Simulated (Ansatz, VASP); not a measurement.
## SiSe in VASP and in Ansatz

File INCAR:

```
SYSTEM = SiSe
ALGO = Normal
EDIFF = 1E-6
ENCUT = 520
GGA = PE
ISIF = 2
ISMEAR = -1
LASPH = .True.
LCHARG = .False.
LREAL = .False.
LWAVE = .False.
NBANDS = 12
NELM = 100
PREC = Accurate
SIGMA = 0.05
```

File KPOINTS:

```
k-points
0
Gamma
  9 9 7
  0 0 0
```

The input POSCAR:

```
SiSe
1.0
    3.5952000000      0.0000000000      0.0000000000
   -1.7976000000      3.1135300000      0.0000000000
    0.0000000000      0.0000000000      3.5987300000
Si Se
1 1
Direct
    0.6666700000      0.3333300000      0.5000000000
    0.0000000000      0.0000000000      0.0000000000
```

Contents of input.yaml:

```yaml
crystal:
  lattice:
    - [3.5952, 0.0, 0.0]
    - [-1.7976, 3.11353, 0.0]
    - [0.0, 0.0, 3.59873]
  atoms:
    - { symbol: Si, position: [0.66667, 0.33333, 0.5] }
    - { symbol: Se, position: [0.0, 0.0, 0.0] }
kpoints:
  mp_grid: { grid: [9, 9, 7] }
scf:
  occupations: { method: fermi_dirac, width: 0.05 }
hamiltonian:
  xc: pbe
  pseudopotentials: { kind: all_electron, lapw: { basis_error: 0.0005 } }
output:
  forces: true
  stress: true
  eigenvalues: true
```

Alike in both runs: task single point; functional PBE; k mesh 9 × 9 × 7; occupations fermi-dirac, width 0.05 eV; no spin polarisation.

|  | VASP | Ansatz |
| --- | --- | --- |
| version | VASP 6.6.1 | Ansatz 0.2.0 |
| potentials or method | VASP PAW PBE potentials, release 64 (Si, Se), cutoff 520 eV | all-electron LAPW, scalar-relativistic |

```csv
,VASP,Ansatz,Ansatz less VASP
gap on the k mesh at the Fermi level (eV),none,none,-
pressure (GPa),0.4,0.4,-0.04
"traceless stress, the component that is largest in VASP (GPa)",0.53,0.52,-0.007
```

A gap of «none» marks a metal or a gap that the smearing closes. Ansatz ran all-electron here, and VASP with PAW potentials.
